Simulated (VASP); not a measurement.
SnO2, 6 atoms in the cell. It takes space group P4_2/mnm (No. 136, tetragonal). Conventional cell: a = 4.737 Å, b = 4.737 Å, c = 3.123 Å, α = 90.00°, β = 90.00°, γ = 90.00°. Within 2.7 Å of Sn (site symmetry mmm) lie 6 O at 2.03 to 2.05 Å. Within 2.7 Å of O (site symmetry m2m) lie 3 Sn at 2.03 to 2.05 Å and 1 O at 2.60 Å.  This cell differs from its parent crystal: zz strain of -2 %.

- Program: VASP 6.6.1
- Task: single point
- Functional: LDA
- Potentials or basis: VASP PAW LDA potentials, release 64 (Sn_d, O)
- Cutoff: 520 eV
- k mesh: 4 × 4 × 6
- Occupations: fermi-dirac, width 0.03 eV
- Spin: no spin polarisation
- Dipole correction: no
- Further INCAR settings: ALGO = Normal; EDIFF = 1e-06; NBANDS = 35

Potentials or basis: VASP PAW LDA potentials, release 64 (Sn_d, O).

Launch:

```console
$ cat potpaw_LDA.64/Sn_d/POTCAR potpaw_LDA.64/O/POTCAR > POTCAR
$ mpirun -np 1 vasp_std > vasp.out
```

Hardware: 1 thread of Intel Xeon 8259CL (shared host).

Task: Estimate the wall time of this run.

Result: Wall time 45 s on 1 thread of Intel Xeon 8259CL (shared host), peak memory 0.18 GiB. Counts: scf iterations 14, k points 24.
